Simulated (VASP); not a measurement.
# Al (P6_3/mmc) in VASP: a series of runs, part 2 of 2

VASP 6.6.1. Earlier steps stand in the parts before.

## 4. Single point, PBEsol+D3(BJ) (volume 16.548 Å^3 an atom, c/a of the conventional cell 3.4162)

INCAR

```
PREC = Accurate ; ENCUT = 520
EDIFF = 1E-7 ; ISMEAR = 0
SIGMA = 0.15 ; LREAL = False
LASPH = True ; NELM = 60
ALGO = Fast ; ISIF = 2
LWAVE = False ; LCHARG = False
GGA = PS ; IVDW = 12
NBANDS = 14
```

KPOINTS

```
regular mesh
0
Gamma
  18 18 6
```

POSCAR

```
Al
1.0
    2.8178023555      0.0000000000      0.0000000000
   -1.4089011777      2.4402884227      0.0000000000
    0.0000000000      0.0000000000      9.6261764069
Al
4
Direct
    0.0000000000      0.0000000000      0.0000000000
    0.3333333333      0.6666666667      0.2500000000
    0.0000000000      0.0000000000      0.5000000000
    0.6666666667      0.3333333333      0.7500000000
```

Potentials or basis: VASP PAW PBE potentials, release 64 (Al).

Run with:

```bash
$ cat potpaw_PBE.64/Al/POTCAR > POTCAR
$ mpirun -np 1 vasp_std > vasp.out
```

OUTCAR:

```text
PREC = Accurate
   ENCUT = 520
   EDIFF = 1E-7
   ISMEAR = 0
   LREAL = False
   LASPH = True
   NELM = 60
   ISIF = 2
   GGA = PS
   IVDW = 12
 IVDW          = 12

 ion  position               nearest neighbor table
   1  0.000  0.000  0.000-   2 2.90   4 2.90   2 2.90   4 2.90   4 2.90   2 2.90
   2  0.333  0.667  0.250-   1 2.90   3 2.90   1 2.90   3 2.90   1 2.90   3 2.90
   3  0.000  0.000  0.500-   2 2.90   4 2.90   2 2.90   4 2.90   4 2.90   2 2.90
   4  0.667  0.333  0.750-   1 2.90   3 2.90   1 2.90   3 2.90   1 2.90   3 2.90

[... 616 lines left out ...]
  Direction    XX          YY          ZZ          XY          YZ          ZX
  --------------------------------------------------------------------------------------
  -------------------------------------------------------------------------------------
  Total      -1.40937    -1.40937    -2.55524    -0.00000     0.00000     0.00000
  in kB     -34.11378   -34.11378   -61.84961    -0.00000     0.00000     0.00000
  external pressure =      -43.36 kB  Pullay stress =        0.00 kB

 VOLUME and BASIS-vectors are now :
 -----------------------------------------------------------------------------
  energy-cutoff  :      520.00
  volume of cell :       66.19
      direct lattice vectors                 reciprocal lattice vectors
     2.817802356  0.000000000  0.000000000     0.354886494  0.204893813  0.000000000
    -1.408901178  2.440288423  0.000000000     0.000000000  0.409787626  0.000000000
     0.000000000  0.000000000  9.626176407     0.000000000  0.000000000  0.103883407

 POSITION                                       TOTAL-FORCE (eV/Angst)
 -----------------------------------------------------------------------------------
      0.00000      0.00000      0.00000        -0.000000      0.000000     -0.000000
     -0.00000      1.62686      2.40654         0.000000      0.000000     -0.000000
      0.00000      0.00000      4.81309        -0.000000      0.000000     -0.000000
      1.40890      0.81343      7.21963        -0.000000     -0.000000      0.000000
 -----------------------------------------------------------------------------------
    total drift:                               -0.000000      0.000000      0.000000

  FREE ENERGIE OF THE ION-ELECTRON SYSTEM (eV)
  ---------------------------------------------------
  free  energy   TOTEN  =       -17.5684139147 eV

  energy  without entropy=      -17.5475415136  energy(sigma->0) =      -17.55797771
```

It took 4.8 min on 1 thread of AMD EPYC 7R13, shared host; peak memory 0.23 GiB.

What came out:

* Free energy: -17.5684 eV
* Pressure: -4.3 GPa
* Band gap on the k mesh: zero (band 6 reaches 11.23 eV, above the bottom of band 7 at 6.49 eV)
* Dispersion energy per atom: -0.316 eV

Stress tensor (GPa, compression positive):
```
-3.41  0.00  0.00
 0.00 -3.41  0.00
 0.00  0.00 -6.18
```

Caveat: the PAW data sets were made with another functional, which shifts forces and pressure a little; pairwise dispersion overbinds metals, which lowers pressure and volume.

## 5. Single point, PBEsol+D3(BJ) (volume 16.548 Å^3 an atom, c/a of the conventional cell 3.2820)

INCAR

```
SYSTEM = Al
PREC     = Accurate       ! precision mode
ENCUT    = 520            ! plane-wave cutoff, eV
EDIFF    = 1E-6           ! SCF threshold, eV
ISMEAR   = 0              ! smearing method
SIGMA    = 0.15           ! smearing width, eV
LREAL    = .FALSE.        ! projectors in reciprocal space
LASPH    = .TRUE.         ! aspherical terms in the spheres
NELM     = 60             ! most SCF steps
ALGO     = Fast           ! electronic algorithm
ISIF     = 2              ! what is computed and relaxed
LWAVE    = .FALSE.        ! write WAVECAR
LCHARG   = .FALSE.        ! write CHGCAR
GGA      = PS             ! functional
IVDW     = 12             ! dispersion correction
NBANDS   = 14             ! bands
```

KPOINTS

```
regular mesh
0
G
  18 18 6
  0 0 0
```

POSCAR

```
Al
1.0
    2.8557112474      0.0000000000      0.0000000000
   -1.4278556237      2.4731184861      0.0000000000
    0.0000000000      0.0000000000      9.3723022922
Al
4
Direct
    0.0000000000      0.0000000000      0.0000000000
    0.3333333333      0.6666666667      0.2500000000
    0.0000000000      0.0000000000      0.5000000000
    0.6666666667      0.3333333333      0.7500000000
```

Run with:

```bash
$ cat potpaw_PBE.64/Al/POTCAR > POTCAR
$ mpirun -np 1 vasp_std > vasp.out
```

Run time: 4.9 min. Hardware: 1 thread of AMD EPYC 7R13, shared host; peak memory 0.23 GiB.

It converged, with:

```
Free energy                : -17.5872 eV
Pressure                   : -4.6 GPa
Band gap on the k mesh     : zero (band 6 reaches 11.78 eV, above the bottom of band 7 at 6.38 eV)
Dispersion energy per atom : -0.317 eV
```

Stress tensor (GPa, compression positive):
```
-4.61  0.00  0.00
 0.00 -4.61  0.00
 0.00  0.00 -4.44
```

Levels at points of the mesh, in eV from the Fermi level:
```csv
k point,band 3,band 4,band 5,band 6,band 7,band 8,band 9,band 10
"(0.00, 0.00, 0.00)",-9.42,-4.60,-4.42,3.34,3.35,10.71,10.71,10.90
"(0.50, 0.00, 0.00)",-3.89,-3.82,-3.32,-3.22,0.84,1.27,1.29,1.59
"(0.00, 0.00, 0.50)",-7.36,-7.36,-0.92,-0.92,8.17,8.17,11.02,11.02
"(0.50, 0.00, 0.50)",-4.74,-4.74,-1.84,-1.84,-1.20,-1.20,4.51,4.51
```

Caveat: the PAW data sets were made with another functional, which shifts forces and pressure a little; pairwise dispersion overbinds metals, which lowers pressure and volume.

## 6. Single point, PBEsol+D3(BJ) (volume 16.548 Å^3 an atom, c/a of the conventional cell 3.1530)

INCAR

```
SYSTEM = Al
ALGO = Normal
EDIFF = 1E-6
ENCUT = 520
GGA = PS
ISIF = 2
ISMEAR = 0
IVDW = 12
LASPH = .True.
LCHARG = .False.
LREAL = .False.
LWAVE = .False.
NBANDS = 14
NELM = 60
PREC = Accurate
SIGMA = 0.15
```

KPOINTS

```
k-points
0
Gamma
  18 18 6
  0 0 0
```

POSCAR

```
Al
1.0
    2.8941228826      0.0000000000      0.0000000000
   -1.4470614413      2.5063839380      0.0000000000
    0.0000000000      0.0000000000      9.1251694488
Al
4
Direct
    0.0000000000      0.0000000000      0.0000000000
    0.3333333333      0.6666666667      0.2500000000
    0.0000000000      0.0000000000      0.5000000000
    0.6666666667      0.3333333333      0.7500000000
```

Potentials or basis: VASP PAW PBE potentials, release 64 (Al).

Run with:

```bash
$ cat potpaw_PBE.64/Al/POTCAR > POTCAR
$ mpirun -np 1 vasp_std > vasp.out
```

OUTCAR:

```text
SYSTEM = Al
   EDIFF = 1E-6
   ENCUT = 520
   GGA = PS
   ISIF = 2
   ISMEAR = 0
   IVDW = 12
   LASPH = .True.
   LREAL = .False.
   NELM = 60
   PREC = Accurate
 IVDW          = 12

 ion  position               nearest neighbor table
   1  0.000  0.000  0.000-   2 2.83   4 2.83   2 2.83   4 2.83   4 2.83   2 2.83
   2  0.333  0.667  0.250-   1 2.83   3 2.83   1 2.83   3 2.83   1 2.83   3 2.83
   3  0.000  0.000  0.500-   2 2.83   4 2.83   2 2.83   4 2.83   4 2.83   2 2.83
   4  0.667  0.333  0.750-   1 2.83   3 2.83   1 2.83   3 2.83   1 2.83   3 2.83

  LATTYP: Found a hexagonal cell.
 ALAT       =     2.8941228826
 C/A-ratio  =     3.1530000000

  Lattice vectors:

 A1 = (   2.8941228826,   0.0000000000,   0.0000000000)
 A2 = (  -1.4470614413,   2.5063839380,   0.0000000000)
 A3 = (   0.0000000000,   0.0000000000,   9.1251694488)

Analysis of symmetry for initial positions (statically):
=====================================================================
 Subroutine PRICEL returns:
 Original cell was already a primitive cell.

 Routine SETGRP: Setting up the symmetry group for a
 hexagonal supercell.

 Subroutine GETGRP returns: Found 24 space group operations
[... 193 lines left out ...]
     13      19.3211      0.00000
     14      19.5522      0.00000
[... 377 lines left out ...]
      1       1.5932      2.00000
      2       3.2725      2.00000
      3       3.2898      2.00000
      4       4.0928      2.00000
      5       5.7866      2.00000
      6       5.8368      2.00000
      7       8.0774      0.13622
      8       8.6681      0.00000
      9      10.1442      0.00000
     10      10.4679      0.00000
     11      11.3911      0.00000
     12      12.0002      0.00000
     13      12.2106      0.00000
     14      16.1811      0.00000

 [... further k-points ...]

------------------------ aborting loop because EDIFF is reached ----------------------------------------

 Edisp (eV)   -1.26605

 E8    (eV) :    -0.8526

  FORCE on cell =-STRESS in cart. coord.  units (eV):
  Direction    XX          YY          ZZ          XY          YZ          ZX
  --------------------------------------------------------------------------------------
  -------------------------------------------------------------------------------------
  Total      -2.22950    -2.22950    -1.03506     0.00000     0.00000     0.00000
  in kB     -53.96512   -53.96512   -25.05374     0.00000     0.00000     0.00000
  external pressure =      -44.33 kB  Pullay stress =        0.00 kB

 VOLUME and BASIS-vectors are now :
 -----------------------------------------------------------------------------
  energy-cutoff  :      520.00
  volume of cell :       66.19
      direct lattice vectors                 reciprocal lattice vectors
     2.894122883  0.000000000  0.000000000     0.345527830  0.199490586  0.000000000
    -1.447061441  2.506383938  0.000000000     0.000000000  0.398981172  0.000000000
     0.000000000  0.000000000  9.125169449     0.000000000  0.000000000  0.109587006

 POSITION                                       TOTAL-FORCE (eV/Angst)
 -----------------------------------------------------------------------------------
      0.00000      0.00000      0.00000         0.000000      0.000000      0.000000
     -0.00000      1.67092      2.28129        -0.000000      0.000000      0.000000
      0.00000      0.00000      4.56258         0.000000      0.000000      0.000000
      1.44706      0.83546      6.84388        -0.000000     -0.000000     -0.000000
 -----------------------------------------------------------------------------------
    total drift:                               -0.000000      0.000000      0.000000

  FREE ENERGIE OF THE ION-ELECTRON SYSTEM (eV)
  ---------------------------------------------------
  free  energy   TOTEN  =       -17.5676661706 eV

  energy  without entropy=      -17.5492207093  energy(sigma->0) =      -17.55844344
```

OSZICAR:

```text
N       E                     dE             d eps       ncg     rms          rms(c)
DAV:   1     0.431715721448E+01    0.43172E+01   -0.40854E+03  4144   0.655E+02
DAV:   2    -0.157654234846E+02   -0.20083E+02   -0.18622E+02  5390   0.878E+01
DAV:   3    -0.164137034637E+02   -0.64828E+00   -0.64241E+00  5480   0.129E+01
DAV:   4    -0.164180152550E+02   -0.43118E-02   -0.43097E-02  4990   0.134E+00
DAV:   5    -0.164180664318E+02   -0.51177E-04   -0.51177E-04  5484   0.147E-01    0.276E+00
DAV:   6    -0.163483247183E+02    0.69742E-01   -0.85683E-03  4726   0.460E-01    0.157E+00
DAV:   7    -0.163022707527E+02    0.46054E-01   -0.19561E-02  4714   0.671E-01    0.241E-01
DAV:   8    -0.163016210078E+02    0.64974E-03   -0.41809E-04  5772   0.103E-01    0.233E-02
DAV:   9    -0.163016135070E+02    0.75009E-05   -0.11259E-05  5106   0.165E-02    0.532E-03
DAV:  10    -0.163016128502E+02    0.65675E-06   -0.31359E-07  3666   0.362E-03
   1 F= -.17567666E+02 E0= -.17558443E+02  d E =-.184455E-01
```

stdout:

```text
POSCAR found type information on POSCAR Al
 POSCAR found :  1 types and       4 ions
 scaLAPACK will be used
 -----------------------------------------------------------------------------
|                                                                             |
|                                                                             |
|     You enforced a specific xc type in the INCAR file but a different       |
|     I HOPE YOU KNOW WHAT YOU ARE DOING!                                     |
|                                                                             |
 -----------------------------------------------------------------------------

 LDA part: xc-table for (Slater+PW92), standard interpolation
 POSCAR, INCAR and KPOINTS ok, starting setup
 FFT: planning ... GRIDC
 FFT: planning ... GRID_SOFT
 FFT: planning ... GRID
 WAVECAR not read
 entering main loop
```

It took 3.6 min on 1 thread of AMD EPYC 7R13, shared host; peak memory 0.23 GiB.

What came out:

```
Free energy                : -17.5677 eV
Pressure                   : -4.4 GPa
Band gap on the k mesh     : zero (band 6 reaches 12.27 eV, above the bottom of band 7 at 6.27 eV)
Dispersion energy per atom : -0.317 eV
```

Levels at points of the mesh, in eV from the Fermi level:
| k point | band 4 | band 5 | band 6 | band 7 | band 8 | band 9 |
| --- | --- | --- | --- | --- | --- | --- |
| (0.00, 0.00, 0.00) | -4.39 | -3.94 | 4.09 | 4.11 | 10.07 | 10.07 |
| (0.50, 0.00, 0.00) | -3.86 | -3.43 | -3.29 | 0.87 | 1.34 | 1.61 |
| (0.00, 0.00, 0.50) | -7.17 | -0.38 | -0.38 | 9.10 | 9.10 | 10.39 |
| (0.50, 0.00, 0.50) | -4.86 | -1.82 | -1.82 | -1.16 | -1.16 | 4.89 |

Caveat: the PAW data sets were made with another functional, which shifts forces and pressure a little; pairwise dispersion overbinds metals, which lowers pressure and volume.

## 7. The runs side by side

| cell | gap on the mesh (eV) | pressure (GPa) |
| --- | --- | --- |
| a = 2.895, b = 2.895, c = 8.947 Å, angles 90.0, 90.0, 120.0°, 4 atoms | none | -2.8 |
| a = 2.780, b = 2.780, c = 9.887 Å, angles 90.0, 90.0, 120.0°, 4 atoms | none | -3.8 |
| a = 2.818, b = 2.818, c = 9.626 Å, angles 90.0, 90.0, 120.0°, 4 atoms | none | -4.3 |
| a = 2.856, b = 2.856, c = 9.372 Å, angles 90.0, 90.0, 120.0°, 4 atoms | none | -4.6 |
| a = 2.894, b = 2.894, c = 9.125 Å, angles 90.0, 90.0, 120.0°, 4 atoms | none | -4.4 |

Alike in all rows: task single point; level PBEsol+D3(BJ); potentials or basis VASP PAW PBE potentials, release 64 (Al); no spin polarisation; k mesh 18 × 18 × 6; cutoff (eV) 520; smearing gaussian 0.15 eV.

Caveats: the PAW data sets were made with another functional, which shifts forces and pressure a little; pairwise dispersion overbinds metals, which lowers pressure and volume.

Total energies depend on the potentials used, so only differences within one code and one set of settings carry meaning.
